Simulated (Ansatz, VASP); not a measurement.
PPb2 in VASP and in Ansatz

File INCAR:

```
SYSTEM = PPb2
  PREC = Accurate
  ENCUT = 520
  EDIFF = 1E-6
  ISMEAR = 0
  SIGMA = 0.1
  LREAL = .False.
  LASPH = .True.
  NELM = 100
  ALGO = Normal
  ISIF = 2
  LWAVE = .False.
  LCHARG = .False.
  GGA = PE
  NBANDS = 42
```

The input KPOINTS:

```
regular mesh
0
Gamma
  4 4 4
  0 0 0
```

POSCAR

```
PPb2
1.0
    4.5429949100      0.0000000000      0.0000000000
    0.0000000000      4.5429949100      0.0000000000
    0.0000000000      0.0000000000      6.9317088300
P Pb
2 4
Direct
    0.0000000000      0.5000000000      0.6999999900
    0.5000000000      0.0000000000      0.3000000100
    0.0000000000      0.0000000000      0.0000000000
    0.5000000000      0.5000000000      0.0000000000
    0.0000000000      0.5000000000      0.2700000100
    0.5000000000      0.0000000000      0.7299999900
```

Input for Ansatz:

```yaml
crystal:
  lattice:
    - [4.54299491, 0.0, 0.0]
    - [0.0, 4.54299491, 0.0]
    - [0.0, 0.0, 6.93170883]
  atoms:
    - { symbol: P, position: [0.0, 0.5, 0.69999999] }
    - { symbol: P, position: [0.5, 0.0, 0.30000001] }
    - { symbol: Pb, position: [0.0, 0.0, 0.0] }
    - { symbol: Pb, position: [0.5, 0.5, 0.0] }
    - { symbol: Pb, position: [0.0, 0.5, 0.27000001] }
    - { symbol: Pb, position: [0.5, 0.0, 0.72999999] }
basis:
  ecutwfc: 420
kpoints:
  mp_grid: { grid: [4, 4, 4] }
hamiltonian:
  xc: pbe
scf:
  occupations: { method: gaussian, width: 0.1 }
  lower_state_search: "off"
output:
  forces: true
  stress: true
  eigenvalues: true
```

Change from the starting cell: species swapped into the Cu2Sb type (P4/nmm, No. 129).

Alike in both runs: task single point; functional PBE; k mesh 4 × 4 × 4; occupations gaussian, width 0.1 eV; no spin polarisation.

|  | VASP | Ansatz |
| --- | --- | --- |
| version | VASP 6.6.1 | Ansatz 0.2.0 |
| potentials or method | VASP PAW PBE potentials, release 64 (P, Pb_d), cutoff 520 eV | scalar-relativistic, plane waves, PAW |
| valence electrons in the cell | 66 | 66 |

VASP gave:

- gap on the k mesh at the Fermi level (eV): none
- pressure (GPa): 16.2
- traceless stress, the component that is largest in VASP (GPa): -2.40
- rms of the force components (eV/Å): 1.383

Q: Which values does Ansatz return?

A: gap on the k mesh at the Fermi level (eV): none; pressure (GPa): 16.3; traceless stress, the component that is largest in VASP (GPa): -2.42; rms of the force components (eV/Å): 1.383.

Atom by atom the forces differ by 0.001 eV/Å (rms over components). A gap of «none» marks a metal or a gap that the smearing closes.

Neither program's run includes spin-orbit coupling.
